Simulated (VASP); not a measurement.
A run of VASP 6.6.1:

INCAR

```
SYSTEM = GaAs
ALGO     = Normal         ! electronic algorithm
EDIFF    = 1E-8           ! SCF threshold, eV
ENCUT    = 400            ! plane-wave cutoff, eV
GGA      = PS             ! functional
GGA_COMPAT= .False.      
ISIF     = 2              ! what is computed and relaxed
ISMEAR   = -1             ! smearing method
LASPH    = .True.         ! aspherical terms in the spheres
LCHARG   = .False.        ! write CHGCAR
LEFG     = .True.       
LREAL    = .False.        ! projectors in reciprocal space
LWAVE    = .False.        ! write WAVECAR
NBANDS   = 16             ! bands
NELM     = 120            ! most SCF steps
PREC     = Accurate       ! precision mode
SIGMA    = 0.02           ! smearing width, eV
```

Contents of KPOINTS:

```
k-points
0
Gamma
  5 5 5
  0 0 0
```

Contents of POSCAR:

```
GaAs
1.0
    0.0000000000      2.8268500000      2.8268500000
    2.8268500000      0.0000000000      2.8268500000
    2.8268500000      2.8268500000      0.0000000000
Ga As
1 1
Direct
    0.0000000000      0.0000000000      0.0000000000
    0.2500000000      0.2500000000      0.2500000000
```

Potentials or basis: VASP PAW PBE potentials, release 64 (Ga_d, As).

The run is started by

```bash
$ cat potpaw_PBE.64/Ga_d/POTCAR potpaw_PBE.64/As/POTCAR > POTCAR
$ mpirun -np 1 vasp_std > vasp.out
```

Hardware: 1 thread of Intel Xeon 8259CL, on a shared host.

Question: Estimate the wall time of this run.

Answer: Wall time 11 s on 1 thread of Intel Xeon 8259CL, with other jobs on the host, peak memory 0.15 GiB. Counts: scf iterations 14, k points 10.
